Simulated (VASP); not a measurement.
# Cs3Si (Pm-3m) in VASP: further runs

Runs on Cs3Si. Level: PBE. Tasks: single point, relaxation of cell and atoms.

Program: VASP 6.6.1. These are calculated values, not measurements. Logs are shortened: lines on timing, memory, paths and dates and some standing lists are left out, and cuts for length are marked.

### 1 The cell of the first run

Symmetry: Pm-3m, No. 221, cubic system. The conventional cell has a = 5.288 Å, b = 5.288 Å, c = 5.288 Å, α = 90.00°, β = 90.00°, γ = 90.00°. Cs (site symmetry 4/mmm) has 8 Cs at 3.74 Å and 4 Si at 3.74 Å within 4.9 Å. Si (site symmetry m-3m) has 12 Cs at 3.74 Å within 4.9 Å.

### 2 Single point, PBE

The input, INCAR:

```
SYSTEM = Cs3Si
PREC = Accurate ; ENCUT = 520
EDIFF = 1E-6 ; ISMEAR = 0
SIGMA = 0.1 ; LREAL = .FALSE.
LASPH = .TRUE. ; NELM = 100
ALGO = Normal ; ISIF = 2
LWAVE = .FALSE. ; LCHARG = .FALSE.
GGA = PE ; NBANDS = 24
```

The input, KPOINTS:

```
regular mesh
0
G
  4 4 4
  0 0 0
```

The input, POSCAR:

```
Cs3Si
1.0
    5.2876277536      0.0000000000      0.0000000000
    0.0000000000      5.2876277536      0.0000000000
    0.0000000000      0.0000000000      5.2876277536
Cs Si
3 1
Direct
    0.0000000000      0.5000000000      0.5000000000
    0.5000000000      0.0000000000      0.5000000000
    0.5000000000      0.5000000000      0.0000000000
    0.0000000000      0.0000000000      0.0000000000
```

Potentials or basis: VASP PAW PBE potentials, release 64 (Cs_sv, Si).

Started as:

```console
> cat potpaw_PBE.64/Cs_sv/POTCAR potpaw_PBE.64/Si/POTCAR > POTCAR
> mpirun -np 1 vasp_std > vasp.out
```

OUTCAR:

```text
SYSTEM = Cs3Si
   PREC = Accurate
   ENCUT = 520
   EDIFF = 1E-6
   ISMEAR = 0
   LREAL = .FALSE.
   LASPH = .TRUE.
   NELM = 100
   ISIF = 2
   GGA = PE

 ion  position               nearest neighbor table
   1  0.000  0.500  0.500-
   2  0.500  0.000  0.500-
   3  0.500  0.500  0.000-
   4  0.000  0.000  0.000-

  LATTYP: Found a simple cubic cell.
 ALAT       =     5.2876277536

  Lattice vectors:

 A1 = (   5.2876277536,   0.0000000000,   0.0000000000)
 A2 = (   0.0000000000,   5.2876277536,   0.0000000000)
 A3 = (   0.0000000000,   0.0000000000,   5.2876277536)

Analysis of symmetry for initial positions (statically):
=====================================================================
 Subroutine PRICEL returns:
 Original cell was already a primitive cell.

 Routine SETGRP: Setting up the symmetry group for a
 simple cubic supercell.

 Subroutine GETGRP returns: Found 48 space group operations
 (whereof 48 operations were pure point group operations)
 out of a pool of 48 trial point group operations.

The static configuration has the point symmetry O_h .

Analysis of symmetry for dynamics (positions and initial velocities):
=====================================================================
 Subroutine PRICEL returns:
 Original cell was already a primitive cell.

 Routine SETGRP: Setting up the symmetry group for a
 simple cubic supercell.

 Subroutine GETGRP returns: Found 48 space group operations
 (whereof 48 operations were pure point group operations)
 out of a pool of 48 trial point group operations.

The dynamic configuration has the point symmetry O_h .

 Subroutine INISYM returns: Found 48 space group operations
 (whereof 48 operations are pure point group operations),
 and found     1 'primitive' translations

----------------------------------------------------------------------------------------

                                     Primitive cell

  volume of cell :     147.8368

  direct lattice vectors                    reciprocal lattice vectors
     5.287627754  0.000000000  0.000000000     0.189120726  0.000000000  0.000000000
     0.000000000  5.287627754  0.000000000     0.000000000  0.189120726  0.000000000
     0.000000000  0.000000000  5.287627754     0.000000000  0.000000000  0.189120726

  length of vectors
[... 68 lines left out ...]
   LASPH  =      T    aspherical Exc in radial PAW
   ENCUT  =  520.0 eV  38.22 Ry    6.18 a.u.   9.83  9.83  9.83*2*pi/ulx,y,z
   NELM   =    100;   NELMIN=  2; NELMDL= -5     # of ELM steps
   EDIFF  = 0.1E-05   stopping-criterion for ELM
   LREAL  =      F    real-space projection
   EDIFFG = 0.1E-04   stopping-criterion for IOM
   NSW    =      0    number of steps for IOM
   IBRION =     -1    ionic relax: 0-MD 1-quasi-New 2-CG
   NFREE  =      0    steps in history (QN), initial steepest desc. (CG)
   ISIF   =      2    stress and relaxation
   ISYM   =      2    0-nonsym 1-usesym 2-fastsym
   POTIM  = 0.5000    time-step for ionic-motion
   TEBEG  =    0.0;   TEEND  =   0.0 temperature during run
   PSTRESS=    0.0 pullay stress
   NELECT =      31.0000    total number of electrons
   NUPDOWN=      -1.0000    fix difference up-down
   EMIN   =  10.00;   EMAX   =-10.00  energy-range for DOS
   EFERMI =   0.00;   METHOD = LEGACY
   ISMEAR =     0;   SIGMA  =   0.10  broadening in eV -4-tet -1-fermi 0-gaus
   EFERMI_NEDOS =   21; number of points for ismear=-14 and -15
   IALGO  =     38    algorithm
   IMIX   =      4    mixing-type and parameters
     AMIX     =   0.40;   BMIX     =  1.00
     AMIX_MAG =   1.60;   BMIX_MAG =  1.00
  volume/ion in A,a.u.               =      36.96       249.41
  Fermi-wavevector in a.u.,A,eV,Ry     =   0.972601  1.837949 12.870457  0.945952
  Thomas-Fermi vector in A             =   2.102912
   LORBIT       =      0    0 simple, 1 ext, 2 COOP (PROOUT), +10 PAW based schemes
   GGA     = PE    functional components
   LHFCALC =     F    Hartree Fock is set to
   AEXX    =    0.0000 exact exchange contribution
   IVDW    =     0    specifies the selected vdW correction
   LEPSILON=     F    determine dielectric tensor
   LRPA    =     F    only Hartree local field effects (RPA)
 non-spin polarized calculation
 Gauss-broadening in eV      SIGMA  =   0.10
  energy-cutoff  :      520.00
  volume of cell :      147.84
 maximum number of plane-waves:      4012
 NGX is ok and might be reduce to    40
   NGX = 19   NGY = 19   NGZ = 19

 number of electron      30.9999989 magnetization

 Free energy of the ion-electron system (eV)
  ---------------------------------------------------
  ext. energy  EPLUGINS =         0.00000000
  ---------------------------------------------------
  free energy    TOTEN  =        -5.49509630 eV

  energy without entropy =       -5.46615685  energy(sigma->0) =       -5.48062658

 E-fermi :   3.8541     XC(G=0):  -8.8480

 val. band max:        3.7698091956   @ k =   0.5000   0.5000   0.2500
 cond. band min:       3.8614527985   @ k =   0.2500   0.2500   0.0000
 fundamental gap:      0.0916436029
 Fermi energy:         3.8540646315

 k-point     1 :       0.0000    0.0000    0.0000
  band No.  band energies     occupation
      1     -19.6755      2.00000
      2     -19.1004      2.00000
      3     -19.1004      2.00000
      4      -7.3111      2.00000
      5      -7.3111      2.00000
      6      -7.3111      2.00000
[... 259 lines left out ...]
     23       7.6129      0.00000
     24       8.1512      0.00000

------------------------ aborting loop because EDIFF is reached ----------------------------------------

  FORCE on cell =-STRESS in cart. coord.  units (eV):
  Direction    XX          YY          ZZ          XY          YZ          ZX
  --------------------------------------------------------------------------------------
  -------------------------------------------------------------------------------------
  Total        4.1540077      4.1540077      4.1540077      0.0000000      0.0000000     -0.0000000
  in kB       45.0189397     45.0189397     45.0189397      0.0000000      0.0000000     -0.0000000
  external PRESSURE =      45.0189397 kB  Pullay stress =       0.0000000 kB

 VOLUME and BASIS-vectors are now :
 -----------------------------------------------------------------------------
  energy-cutoff  :      520.00
  volume of cell :      147.84
      direct lattice vectors                 reciprocal lattice vectors
     5.287627754  0.000000000  0.000000000     0.189120726  0.000000000  0.000000000
     0.000000000  5.287627754  0.000000000     0.000000000  0.189120726  0.000000000
     0.000000000  0.000000000  5.287627754     0.000000000  0.000000000  0.189120726

 POSITION                                       TOTAL-FORCE (eV/Angst)
 -----------------------------------------------------------------------------------
      0.00000      2.64381      2.64381         0.000000      0.000000      0.000000
      2.64381      0.00000      2.64381         0.000000      0.000000      0.000000
      2.64381      2.64381      0.00000         0.000000      0.000000      0.000000
      0.00000      0.00000      0.00000         0.000000      0.000000      0.000000
 -----------------------------------------------------------------------------------
    total drift:                                0.000000     -0.000000     -0.000000

  FREE ENERGIE OF THE ION-ELECTRON SYSTEM (eV)
  ---------------------------------------------------
  free  energy   TOTEN  =        -5.4950963008 eV

  energy  without entropy=       -5.4661568516  energy(sigma->0) =       -5.48062658
```

stdout:

```text
POSCAR found type information on POSCAR CsSi
 POSCAR found :  2 types and       4 ions
 scaLAPACK will be used
 LDA part: xc-table for (Slater+PW92), standard interpolation
 POSCAR, INCAR and KPOINTS ok, starting setup
 FFT: planning ... GRIDC
 FFT: planning ... GRID_SOFT
 FFT: planning ... GRID
 WAVECAR not read
 entering main loop
```

Run time: 23 s. Hardware: 1 thread of Intel Xeon 6975P-C (Granite Rapids), shared host; peak memory 0.24 GiB.

What came out:

| Quantity | Value |
| --- | --- |
| Free energy | -5.4951 eV |
| Pressure | 4.5 GPa |
| Band gap on the k mesh | zero (an odd number of electrons rules out a gap without spin polarisation) |

Levels at points of the mesh, in eV from the Fermi level:
| k point | band 11 | band 12 | band 13 | band 14 | band 15 | band 16 | band 17 | band 18 | band 19 | band 20 |
| --- | --- | --- | --- | --- | --- | --- | --- | --- | --- | --- |
| (0.00, 0.00, 0.00) | -9.20 | -9.20 | -6.31 | -1.23 | 0.74 | 0.74 | 0.74 | 0.85 | 0.85 | 1.04 |
| (0.50, 0.00, 0.00) | -9.36 | -9.36 | -5.63 | -1.42 | -0.13 | -0.13 | 0.45 | 1.61 | 2.67 | 3.32 |
| (0.50, 0.50, 0.00) | -9.41 | -9.00 | -5.67 | -0.80 | -0.40 | -0.40 | 2.08 | 2.08 | 2.18 | 3.19 |
| (0.50, 0.50, 0.50) | -8.99 | -8.99 | -6.22 | 0.51 | 0.51 | 0.51 | 0.89 | 0.89 | 0.89 | 3.54 |

Caveat: the cell stands under pressure; spin-orbit coupling is left out, which moves the levels of the heavy elements.

### 3 Single point, PBE

This run uses another cell than the first one, of 50.81 Å³/atom.

Edit INCAR of step 2 so:

```diff
@@ -4,3 +4,3 @@
 SIGMA = 0.1 ; LREAL = .FALSE.
-LASPH = .TRUE. ; NELM = 100
+LASPH = .TRUE. ; NELM = 80
 ALGO = Normal ; ISIF = 2
```

The input, KPOINTS:

```
Automatic mesh
0
G
  4 4 4
  0 0 0
```

The input, POSCAR:

```
Cs3Si
1.0
    5.8794614151      0.0000000000      0.0000000000
    0.0000000000      5.8794614151      0.0000000000
    0.0000000000      0.0000000000      5.8794614151
Cs Si
3 1
Direct
    0.0000000000      0.5000000000      0.5000000000
    0.5000000000      0.0000000000      0.5000000000
    0.5000000000      0.5000000000      0.0000000000
    0.0000000000      0.0000000000      0.0000000000
```

Potentials or basis: VASP PAW PBE potentials, release 64 (Cs_sv, Si).

Started as:

```console
> cat potpaw_PBE.64/Cs_sv/POTCAR potpaw_PBE.64/Si/POTCAR > POTCAR
> mpirun -np 1 vasp_std > vasp.out
```

Run time: 32 s. Hardware: 1 thread of Intel Xeon 6975P-C (Granite Rapids), shared host; peak memory 0.32 GiB.

The run converged. Its results:

```
Free energy            : -6.1215 eV
Pressure               : 0.3 GPa
Band gap on the k mesh : zero (an odd number of electrons rules out a gap without spin polarisation)
```

Levels at points of the mesh, in eV from the Fermi level:
| k point | band 12 | band 13 | band 14 | band 15 | band 16 | band 17 | band 18 | band 19 |
| --- | --- | --- | --- | --- | --- | --- | --- | --- |
| (0.00, 0.00, 0.00) | -9.69 | -6.00 | -1.03 | 0.48 | 0.48 | 0.48 | 1.18 | 1.18 |
| (0.50, 0.00, 0.00) | -9.76 | -5.75 | -1.07 | 0.00 | 0.00 | 0.19 | 1.85 | 2.41 |
| (0.50, 0.50, 0.00) | -9.57 | -5.73 | -0.48 | -0.48 | -0.31 | 1.29 | 1.95 | 1.95 |
| (0.50, 0.50, 0.50) | -9.57 | -5.89 | 0.18 | 0.18 | 0.18 | 0.77 | 0.77 | 0.77 |

Caveat: spin-orbit coupling is left out, which moves the levels of the heavy elements.

### 4 Relaxation of cell and atoms, PBE

The input, INCAR:

```
SYSTEM = Cs3Si
PREC = Accurate ; ENCUT = 600
EDIFF = 1E-7 ; ISMEAR = 0
SIGMA = 0.1 ; LREAL = .FALSE.
LASPH = .TRUE. ; NELM = 60
ALGO = Normal ; ISIF = 3
LWAVE = .FALSE. ; LCHARG = .FALSE.
GGA = PE ; IBRION = 2
NSW = 90 ; EDIFFG = -0.04
```

The input, KPOINTS:

```
regular mesh
0
G
  4 4 4
  0 0 0
```

The input, POSCAR:

```
Cs3Si
1.0
    5.2876277536      0.0000000000      0.0000000000
    0.0000000000      5.2876277536      0.0000000000
    0.0000000000      0.0000000000      5.2876277536
Cs Si
3 1
Direct
    0.0000000000      0.5000000000      0.5000000000
    0.5000000000      0.0000000000      0.5000000000
    0.5000000000      0.5000000000      0.0000000000
    0.0000000000      0.0000000000      0.0000000000
```

Started as:

```console
> cat potpaw_PBE.64/Cs_sv/POTCAR potpaw_PBE.64/Si/POTCAR > POTCAR
> mpirun -np 1 vasp_std > vasp.out
```

It took 86 s on 1 thread of Intel Xeon 6975P-C (Granite Rapids), shared host; peak memory 0.27 GiB.

The run converged. Its results:

```
Free energy                           : -6.1227 eV
Relaxed volume                        : 53.90 Å³/atom
Relaxed cell                          : a = 5.996 Å, b = 5.996 Å, c = 5.996 Å, α = 90.00°, β = 90.00°, γ = 90.00°
Space group after relaxing (to 0.1 Å) : Pm-3m (No. 221)
Energy gained by relaxing             : 156.9 meV/atom
Ionic steps                           : 5
Pressure after relaxing               : -0.1 GPa
Band gap on the k mesh                : zero (an odd number of electrons rules out a gap without spin polarisation)
```

The path:
```csv
step,energy change (eV),largest force (eV/Å),pressure (GPa),volume (Å³)
1,0.0000,0.0000,4.51,147.84
2,-0.4374,0.0000,1.83,171.25
3,-0.5985,0.0000,0.57,193.97
4,-0.5615,0.0000,-0.57,245.26
5,-0.6276,0.0000,-0.09,215.62
```

Final structure:
```
CELL_PARAMETERS angstrom
5.99647 0.00000 0.00000
0.00000 5.99647 0.00000
0.00000 0.00000 5.99647
ATOMIC_POSITIONS crystal
Cs 0.00000 0.50000 0.50000
Cs 0.50000 0.00000 0.50000
Cs 0.50000 0.50000 0.00000
Si 0.00000 0.00000 0.00000
```

Levels at points of the mesh, in eV from the Fermi level:
```csv
k point,band 11,band 12,band 13,band 14,band 15,band 16,band 17,band 18,band 19
"(0.00, 0.00, 0.00)",-9.78,-9.78,-5.98,-1.03,0.43,0.43,0.43,1.20,1.20
"(0.50, 0.00, 0.00)",-9.84,-9.84,-5.78,-1.05,0.01,0.01,0.17,1.86,2.36
"(0.50, 0.50, 0.00)",-9.95,-9.67,-5.76,-0.49,-0.49,-0.25,1.13,1.91,1.91
"(0.50, 0.50, 0.50)",-9.66,-9.66,-5.88,0.13,0.13,0.13,0.74,0.74,0.74
```

Caveat: the volume moved by over 15 % at a fixed basis, so the end points are rough; spin-orbit coupling is left out, which moves the levels of the heavy elements.

### 5 Single point, PBE

This run uses another cell than the first one, of 52.70 Å³/atom.

The input, INCAR:

```
SYSTEM = Cs3Si
  PREC = Accurate
  ENCUT = 520
  EDIFF = 1E-7
  ISMEAR = 0
  SIGMA = 0.1
  LREAL = .False.
  LASPH = .True.
  NELM = 100
  ALGO = Fast
  ISIF = 2
  LWAVE = .False.
  LCHARG = .False.
  GGA = PE
  NBANDS = 24
```

The input, KPOINTS:

```
regular mesh
0
Gamma
  8 8 8
  0 0 0
```

The input, POSCAR:

```
Cs3Si
1.0
    5.9513567074      0.0000000000      0.0000000000
    0.0000000000      5.9513567074      0.0000000000
    0.0000000000      0.0000000000      5.9513567074
Cs Si
3 1
Direct
    0.0000000000      0.5000000000      0.5000000000
    0.5000000000      0.0000000000      0.5000000000
    0.5000000000      0.5000000000      0.0000000000
    0.0000000000      0.0000000000      0.0000000000
```

Started as:

```console
> cat potpaw_PBE.64/Cs_sv/POTCAR potpaw_PBE.64/Si/POTCAR > POTCAR
> mpirun -np 1 vasp_std > vasp.out
```

Run time: 2.6 min. Hardware: 1 thread of Intel Xeon 6975P-C (Granite Rapids), shared host; peak memory 0.39 GiB.

It converged, with:

```yaml
Free_energy: -6.1127 eV
Pressure: 0.0 GPa
Band_gap_on_the_k_mesh: zero (an odd number of electrons rules out a gap without spin polarisation)
```

Levels at points of the mesh, in eV from the Fermi level:
| k point | band 13 | band 14 | band 15 | band 16 | band 17 | band 18 |
| --- | --- | --- | --- | --- | --- | --- |
| (0.00, 0.00, 0.00) | -5.99 | -1.04 | 0.45 | 0.45 | 0.45 | 1.19 |
| (0.50, 0.00, 0.00) | -5.77 | -1.06 | 0.01 | 0.01 | 0.17 | 1.85 |
| (0.50, 0.50, 0.00) | -5.75 | -0.49 | -0.49 | -0.28 | 1.18 | 1.92 |
| (0.50, 0.50, 0.50) | -5.88 | 0.14 | 0.14 | 0.14 | 0.74 | 0.74 |

Caveat: spin-orbit coupling is left out, which moves the levels of the heavy elements.

### 6 Relaxation of cell and atoms, PBE

This run uses another cell than the first one, of 50.81 Å³/atom.

The input, INCAR:

```
SYSTEM = Cs3Si
PREC = Accurate
ENCUT = 600
EDIFF = 1E-7
ISMEAR = 0
SIGMA = 0.1
LREAL = .False.
LASPH = .True.
NELM = 80
ALGO = Fast
ISIF = 3
LWAVE = .False.
LCHARG = .False.
GGA = PE
IBRION = 2
NSW = 100
EDIFFG = -0.01
```

The input, KPOINTS:

```
Automatic mesh
0
Gamma
  8 8 8
  0 0 0
```

The input, POSCAR:

```
Cs3Si
1.0
    5.8794614151      0.0000000000      0.0000000000
    0.0000000000      5.8794614151      0.0000000000
    0.0000000000      0.0000000000      5.8794614151
Cs Si
3 1
Direct
    0.0000000000      0.5000000000      0.5000000000
    0.5000000000      0.0000000000      0.5000000000
    0.5000000000      0.5000000000      0.0000000000
    0.0000000000      0.0000000000      0.0000000000
```

Potentials or basis: VASP PAW PBE potentials, release 64 (Cs_sv, Si).

Started as:

```console
> cat potpaw_PBE.64/Cs_sv/POTCAR potpaw_PBE.64/Si/POTCAR > POTCAR
> mpirun -np 1 vasp_std > vasp.out
```

Run time: 3.8 min. Hardware: 1 thread of Intel Xeon 6975P-C (Granite Rapids), shared host; peak memory 0.43 GiB.

It converged, with:

* Free energy: -6.1124 eV
* Relaxed volume: 53.15 Å³/atom
* Relaxed cell: a = 5.969 Å, b = 5.969 Å, c = 5.969 Å, α = 90.00°, β = 90.00°, γ = 90.00°
* Space group after relaxing (to 0.1 Å): Pm-3m (No. 221)
* Energy gained by relaxing: 1.7 meV/atom
* Ionic steps: 3
* Pressure after relaxing: 0.0 GPa
* Band gap on the k mesh: zero (an odd number of electrons rules out a gap without spin polarisation)

The path:
| step | energy change (eV) | largest force (eV/Å) | pressure (GPa) | volume (Å³) |
| --- | --- | --- | --- | --- |
| 1 | 0.0000 | 0.0000 | 0.25 | 203.24 |
| 2 | -0.0031 | 0.0000 | 0.18 | 205.56 |
| 3 | -0.0066 | 0.0000 | -0.01 | 212.62 |

Final structure:
```
Cs Si
1.0
     5.96851    0.00000    0.00000
     0.00000    5.96851    0.00000
     0.00000    0.00000    5.96851
Cs Si
3 1
Cartesian
  0.0000 2.9843 2.9843
  2.9843 0.0000 2.9843
  2.9843 2.9843 0.0000
  0.0000 0.0000 0.0000
```

Levels at points of the mesh, in eV from the Fermi level:
```csv
k point,band 12,band 13,band 14,band 15,band 16,band 17,band 18,band 19
"(0.00, 0.00, 0.00)",-9.77,-5.99,-1.03,0.44,0.44,0.44,1.19,1.19
"(0.50, 0.00, 0.00)",-9.83,-5.77,-1.06,0.01,0.01,0.17,1.85,2.32
"(0.50, 0.50, 0.00)",-9.65,-5.75,-0.49,-0.49,-0.27,1.16,1.91,1.91
"(0.50, 0.50, 0.50)",-9.65,-5.88,0.13,0.13,0.13,0.74,0.74,0.74
```

Caveat: spin-orbit coupling is left out, which moves the levels of the heavy elements.

### 7 Overview

```tsv
task	cell	k mesh	cutoff (eV)	gap on the mesh (eV)	pressure (GPa)	relaxed volume (Å³/atom)
single point	a = 5.288 Å, 4 atoms	4 × 4 × 4	520	none	4.5	-
single point	a = 5.879 Å, 4 atoms	4 × 4 × 4	520	none	0.3	-
relaxation of cell and atoms	relaxed from a = 5.288 Å, 4 atoms	4 × 4 × 4	600	none	-0.1	53.90
single point	a = 5.951 Å, 4 atoms	8 × 8 × 8	520	none	0.0	-
relaxation of cell and atoms	relaxed from a = 5.879 Å, 4 atoms	8 × 8 × 8	600	none	0.0	53.15
```

Alike in all rows: level PBE; potentials or basis VASP PAW PBE potentials, release 64 (Cs_sv, Si); no spin polarisation; smearing gaussian 0.1 eV.

Caveats: spin-orbit coupling is left out, which moves the levels of the heavy elements; the cell stands under pressure (at least some runs); the volume moved by over 15 % at a fixed basis, so the end points are rough (at least some runs).

Total energies depend on the potentials used, so only differences within one code and one set of settings carry meaning.

The gap in the log of VASP goes by the Fermi energy; the results here count the filled bands.